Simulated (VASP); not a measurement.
A run of VASP 6.6.1:

Contents of INCAR:

```
SYSTEM = TiO2
PREC     = Accurate       ! precision mode
ENCUT    = 520            ! plane-wave cutoff, eV
EDIFF    = 1E-7           ! SCF threshold, eV
ISMEAR   = 0              ! smearing method
SIGMA    = 0.05           ! smearing width, eV
LREAL    = .FALSE.        ! projectors in reciprocal space
LASPH    = .TRUE.         ! aspherical terms in the spheres
NELM     = 80             ! most SCF steps
ALGO     = Normal         ! electronic algorithm
ISIF     = 2              ! what is computed and relaxed
LWAVE    = .FALSE.        ! write WAVECAR
LCHARG   = .FALSE.        ! write CHGCAR
GGA      = PE             ! functional
NBANDS   = 33             ! bands
```

Contents of KPOINTS:

```
Automatic mesh
0
G
  8 8 10
  0 0 0
```

Contents of POSCAR:

```
TiO2
1.0
    4.4604553020      0.0000000000      0.0000000000
    0.0000000000      4.4604553020      0.0000000000
    0.0000000000      0.0000000000      3.2119738630
Ti O
2 4
Direct
    0.0000000000      0.0000000000      0.0000000000
    0.5000000000      0.5000000000      0.5000000000
    0.3050970583      0.3050970583      0.0000000000
    0.1949029417      0.8050970583      0.5000000000
    0.6949029417      0.6949029417      0.0000000000
    0.8050970583      0.1949029417      0.5000000000
```

Potentials or basis: VASP PAW PBE potentials, release 64 (Ti_sv, O).

Launch:

```bash
$ cat potpaw_PBE.64/Ti_sv/POTCAR potpaw_PBE.64/O/POTCAR > POTCAR
$ mpirun -np 1 vasp_std > vasp.out
```

Hardware: 1 thread of AMD EPYC 7R13 Processor (Zen 3), with other jobs on the host.

Task: Estimate the wall time of this run.

Result: Run time: 4.5 min on 1 thread of AMD EPYC 7R13 Processor (Zen 3) (shared host), peak memory 0.24 GiB. Counts: scf iterations 18, k points 90.
